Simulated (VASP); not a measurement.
Crystal: BP.

```
B P
1.0
     3.21420    0.00000    0.00000
    -1.60710    2.78358    0.00000
     0.00000    0.00000    9.86536
B P
2 2
Cartesian
  0.0000 1.8557 2.4663
  1.6071 0.9279 7.3990
  1.6071 0.9279 2.4663
  0.0000 1.8557 7.3990
```

- Program: VASP 6.6.1
- Task: relaxation of cell and atoms
- Functional: r2SCAN
- Potentials or basis: VASP PAW PBE potentials, release 64 (B, P)
- Cutoff: 600 eV
- k mesh: 12 × 12 × 2
- Occupations: fermi-dirac, width 0.02 eV
- Spin: no spin polarisation

At the start: pressure -1.2 GPa; volume 22.07 Å³/atom.

Task: How do energy, volume and symmetry change on relaxing?

Result: Over 13 steps the energy falls by 8.4 meV/atom and the volume is 18.72 Å³/atom (-15.2 %); space group P6_3/mmc (No. 194, to 0.05 Å).

The path:
| step | energy change (eV) | largest force (eV/Å) | pressure (GPa) | volume (Å³) |
| --- | --- | --- | --- | --- |
| 1 | 0.0000 | 0.0000 | -1.23 | 88.27 |
| 2 | 0.0049 | 0.0000 | 1.63 | 86.12 |
| 3 | -0.0041 | 0.0000 | -0.11 | 87.40 |
| 4 | -0.0048 | 0.0000 | -0.11 | 87.15 |
| 5 | -0.0069 | 0.0000 | -0.11 | 86.42 |
| 6 | -0.0113 | 0.0000 | -0.12 | 84.96 |
| 7 | -0.0201 | 0.0000 | -0.11 | 82.03 |
| 8 | -0.0329 | 0.0000 | -0.01 | 76.19 |
| 9 | -0.0329 | 0.0000 | 0.10 | 73.78 |
| 10 | -0.0335 | 0.0000 | 0.03 | 75.10 |
| 11 | -0.0335 | 0.0000 | 0.04 | 74.85 |
| 12 | -0.0314 | 0.0000 | -0.95 | 75.36 |
| 13 | -0.0335 | 0.0000 | 0.01 | 74.87 |

Final structure:
```xyz
4
Lattice="3.2006 0.0000 0.0000 -1.6003 2.7718 0.0000 0.0000 0.0000 8.4397" Properties=species:S:1:pos:R:3 pbc="T T T"
B     0.0000    1.8479    2.1099
B     1.6003    0.9239    6.3298
P     1.6003    0.9239    2.1099
P     0.0000    1.8479    6.3298
```

Caveat: the volume moved by over 15 % at a fixed basis, so the end points are rough; the PAW data sets were made with another functional, which shifts forces and pressure a little.
